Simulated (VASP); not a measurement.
# GaN: single point with LDA

GaN:

```
Ga N
1.0
     3.15168    0.00000    0.00000
    -1.57584    2.72944    0.00000
     0.00000    0.00000    4.83000
Ga N
2 2
Direct
  0.33333 0.66667 0.99930
  0.66667 0.33333 0.49930
  0.33333 0.66667 0.37570
  0.66667 0.33333 0.87570
```

```
Program                : VASP 6.6.1
Task                   : single point
Functional             : LDA
Potentials or basis    : VASP PAW LDA potentials, release 64 (Ga_d, N)
Cutoff                 : 520 eV
k mesh                 : 12 × 12 × 6
Occupations            : gaussian, width 0.05 eV
Spin                   : no spin polarisation
Dipole correction      : no
Further INCAR settings : ALGO = Normal; EDIFF = 1e-07; NBANDS = 26
```

The pressure is 17.2 GPa and the largest force is 1.188 eV/Å. The band gap on the k mesh is 2.54 eV.

Forces on the atoms (eV/Å):
```
Ga   0.000  0.000 -1.188
Ga   0.000  0.000 -1.188
N    0.000  0.000  1.188
N    0.000  0.000  1.188
```

Stress tensor (GPa, compression positive):
```
 6.13  0.00  0.00
 0.00  6.13  0.00
 0.00  0.00 39.24
```

Levels at points of the mesh, in eV from the valence-band top:
```
           k point  band 14  band 15  band 16  band 17  band 18  band 19  band 20  band 21  band 22  band 23
(0.00, 0.00, 0.00)    -1.55    -1.55    -0.13    -0.13     0.00     2.54     4.10     9.64     9.64     9.98
(0.50, 0.00, 0.00)    -5.44    -4.82    -3.46    -2.64    -1.09     4.66     6.01     6.48     9.19    10.48
(0.00, 0.00, 0.50)    -3.75    -0.85    -0.85    -0.85    -0.85     4.48     4.48     9.13     9.13    10.17
(0.50, 0.00, 0.50)    -7.27    -2.38    -2.38    -1.93    -1.93     4.60     4.60     8.33     8.33    10.47
```

Wall time 41 s on 1 thread of Intel(R) Xeon(R) 6975P-C (Granite Rapids), on a shared host, peak memory 0.18 GiB.

Caveat: the stress differs along the axes, from 6 to 39 GPa; forces of over 1 eV/Å act on the atoms, so gaps and moduli don't describe the material at rest.
